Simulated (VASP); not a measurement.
A run of VASP 6.6.1 is set up as follows.

Contents of POSCAR:

```
BP
1.0
    0.0000000000      2.2683154741      2.2683154741
    2.2683154741      0.0000000000      2.2683154741
    2.2683154741      2.2683154741      0.0000000000
B P
1 1
Direct
    0.0000000000      0.0000000000      0.0000000000
    0.2500000000      0.2500000000      0.2500000000
```

INCAR.step1

```
SYSTEM = BP
PREC = Accurate
ENCUT = 520
EDIFF = 1E-5
ISMEAR = 0
SIGMA = 0.01
LREAL = .FALSE.
LASPH = .TRUE.
NELM = 80
ALGO = Normal
ISIF = 2
LWAVE = .TRUE.
NBANDS = 11
GGA = PE
```

Contents of INCAR.step2:

```
SYSTEM = BP
PREC = Accurate
ENCUT = 520
EDIFF = 1E-7
ISMEAR = 0
SIGMA = 0.01
LREAL = .FALSE.
LASPH = .TRUE.
NELM = 80
ALGO = Normal
ISIF = 2
LWAVE = .FALSE.
LCHARG = .TRUE.
GGA = PE
LHFCALC = .TRUE.
AEXX = 0.25
PRECFOCK = Normal
LELF = .TRUE.
LVHAR = .TRUE.
NBANDS = 11
ISTART = 1
```

The input KPOINTS:

```
regular mesh
0
G
  6 6 6
  0 0 0
```

Potentials or basis: VASP PAW PBE potentials, release 64 (B, P).

Run with:

```console
$ cat potpaw_PBE.64/B/POTCAR potpaw_PBE.64/P/POTCAR > POTCAR
$ cp INCAR.step1 INCAR
$ mpirun -np 1 vasp_std > vasp.out
$ cp INCAR.step2 INCAR
$ mpirun -np 1 vasp_std > vasp.out
```

(1) What does it give for the band gap on the k mesh?

(2) Estimate the pressure.

Results:

(1) 2.79 eV (least direct gap 5.05 eV).

(2) -2.0 GPa.

Caveat: the PAW data sets were made with another functional, which shifts forces and pressure a little.
